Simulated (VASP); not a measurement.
A run of VASP 6.6.1 is set up as follows.

Contents of POSCAR:

```
C
1.0
    0.0000000000      1.7834000000      1.7834000000
    1.7834000000      0.0000000000      1.7834000000
    1.7834000000      1.7834000000      0.0000000000
C
2
Direct
    0.5000000000      0.5000000000      0.5000000000
    0.7500000000      0.7500000000      0.7500000000
```

INCAR.step1

```
  PREC = Accurate
  ENCUT = 660
  ISMEAR = 0
  SIGMA = 0.02
  LREAL = False
  LASPH = True
  NELM = 120
  GGA = PE
  ALGO = Normal
  EDIFF = 1E-5
  LWAVE = True
  LCHARG = False
  GGA_COMPAT = False
  IBRION = 2
  ISIF = 3
  EDIFFG = -0.005
  NELMIN = 4
  NSW = 100
```

The input INCAR.step2:

```
  PREC = Accurate
  ENCUT = 660
  EDIFF = 1E-7
  ISMEAR = 0
  SIGMA = 0.02
  LREAL = False
  LASPH = True
  NELM = 120
  ALGO = Normal
  ISIF = 3
  LWAVE = False
  LCHARG = False
  METAGGA = R2SCAN
  LMIXTAU = True
  IBRION = 2
  NSW = 100
  EDIFFG = -0.002
  ISTART = 1
  GGA_COMPAT = False
  NELMIN = 4
```

KPOINTS

```
Automatic mesh
0
Gamma
  12 12 12
```

Potentials or basis: VASP PAW PBE potentials, release 64 (C).

The run is started by

```bash
$ cat potpaw_PBE.64/C/POTCAR > POTCAR
$ cp INCAR.step1 INCAR
$ mpirun -np 1 vasp_std > vasp.out
$ cp INCAR.step2 INCAR
$ mpirun -np 1 vasp_std > vasp.out
```

Estimate the relaxed volume.

5.64 Å³/atom.

What does it give for the space group after relaxing (to 0.05 Å)?

Fd-3m (No. 227).

Step by step:
```csv
step,energy change (eV),largest force (eV/Å),pressure (GPa),volume (Å³)
1,0.0000,0.0000,-2.33,11.34
2,0.0003,0.0000,3.08,11.21
3,-0.0004,0.0000,0.01,11.29
```

Caveat: the PAW data sets were made with another functional, which shifts forces and pressure a little.
